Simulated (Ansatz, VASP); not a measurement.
**ZnS4 in VASP and in Ansatz**

```
Zn S
1.0
     4.73371    0.00000   -0.46852
     0.00000    6.27381    0.00000
    -2.79299    0.00000    4.34173
Zn S
1 4
Direct
  0.63745 0.50000 0.31993
  0.16018 0.25158 0.14120
  0.16018 0.74842 0.14120
  0.11471 0.25152 0.49892
  0.11471 0.74848 0.49892
```

Alike in both runs: functional PBE; k mesh 8 × 4 × 6; occupations gaussian, width 0.1 eV; no spin polarisation.

Ansatz relaxed the structure, and its values are those at the end. VASP's run is a single point on that final structure, the one shown.

```csv
,VASP,Ansatz
version,VASP 6.6.1,Ansatz 0.2.0
potentials or method,"VASP PAW PBE potentials, release 64 (Zn, S), cutoff 520 eV","scalar-relativistic, plane waves, PAW"
valence electrons in the cell,36,36
```

|  | VASP | Ansatz | Ansatz less VASP |
| --- | --- | --- | --- |
| gap on the k mesh at the Fermi level (eV) | none | none | - |
| pressure (GPa) | -0.3 | 0.0 | +0.27 |
| rms of the force components (eV/Å) | 0.089 | 0.001 | -0.0872 |

A gap of «none» marks a metal or a gap that the smearing closes. The functional is the same, so the differences come from potentials, cutoffs and numerics.
